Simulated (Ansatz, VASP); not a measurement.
One calculation of GaAs, two programs

File POSCAR:

```
GaAs
1.0
    0.0000000000      2.8047542445      2.8047542445
    2.8047542445      0.0000000000      2.8047542445
    2.8047542445      2.8047542445      0.0000000000
Ga As
1 1
Direct
    0.0000000000      0.0000000000      0.0000000000
    0.2500000000      0.2500000000      0.2500000000
```

INCAR.step1

```
PREC = Accurate ; ENCUT = 520
ISMEAR = -1 ; SIGMA = 0.02
LREAL = F ; LASPH = T
NELM = 150 ; MAGMOM = 0 0 0 0 0 0
LSORBIT = T ; GGA_COMPAT = F
NBANDS = 30 ; GGA = PE
ALGO = Normal ; EDIFF = 1E-4
LWAVE = T ; LCHARG = F
```

The input INCAR.step2:

```
PREC = Accurate ; ENCUT = 520
EDIFF = 1E-6 ; ISMEAR = -1
SIGMA = 0.02 ; LREAL = F
LASPH = T ; NELM = 150
ALGO = Normal ; ISIF = 2
LWAVE = F ; LCHARG = F
MAGMOM = 0 0 0 0 0 0 ; LORBIT = 11
LSORBIT = T ; GGA_COMPAT = F
LORBMOM = T ; METAGGA = R2SCAN
LMIXTAU = T ; NBANDS = 30
ISTART = 1
```

Contents of KPOINTS:

```
Automatic mesh
0
Gamma
  8 8 8
```

Input for Ansatz:

```yaml
crystal:
  lattice:
    - [0.0, 2.8047542445, 2.8047542445]
    - [2.8047542445, 0.0, 2.8047542445]
    - [2.8047542445, 2.8047542445, 0.0]
  atoms:
    - { symbol: Ga, position: [0.0, 0.0, 0.0] }
    - { symbol: As, position: [0.25, 0.25, 0.25] }
kpoints:
  mp_grid: { grid: [8, 8, 8] }
  band_path:
    path:
      - [0.0, 0.0, 0.0]
      - [-0.5, -0.5, 0.0]
      - [-0.375, -0.375, 0.25]
      - [-0.375, 0.0, 0.375]
      - [0.0, 0.0, 0.5]
      - [-0.5, -0.25, 0.25]
    npoints: 1
hamiltonian:
  xc: r2scan
scf:
  occupations: { method: fermi_dirac, width: 0.02 }
  n_extra_bands: 8
magnetization:
  noncollinear: true
  spin_orbit: true
output:
  forces: true
  stress: true
  eigenvalues: true
```

Change from the starting cell: hydrostatic strain -1.0%.

Alike in both runs: task single point; functional r2SCAN; k mesh 8 × 8 × 8; occupations fermi-dirac, width 0.02 eV; non-collinear spin, spin-orbit coupling.

```csv
,VASP,Ansatz
version,VASP 6.6.1,Ansatz 0.2.0
potentials or method,"VASP PAW PBE potentials, release 64 (Ga_d, As)","plane waves, PAW"
plane-wave cutoff (eV),520,500
valence electrons in the cell,18,28
```

|  | VASP | Ansatz | Ansatz less VASP |
| --- | --- | --- | --- |
| pressure (GPa) | 2.5 | 2.3 | -0.13 |
| net moment per atom (μB) | 0.00 | 0.00 | 0.000 |

VASP's potentials were made for PBE, not for r2SCAN. With one functional, cell and mesh, what is left measures potentials, basis and numerics. VASP's potentials hold 18 valence electrons a cell and Ansatz's 28, so a difference there can come from the potentials and not from the codes.
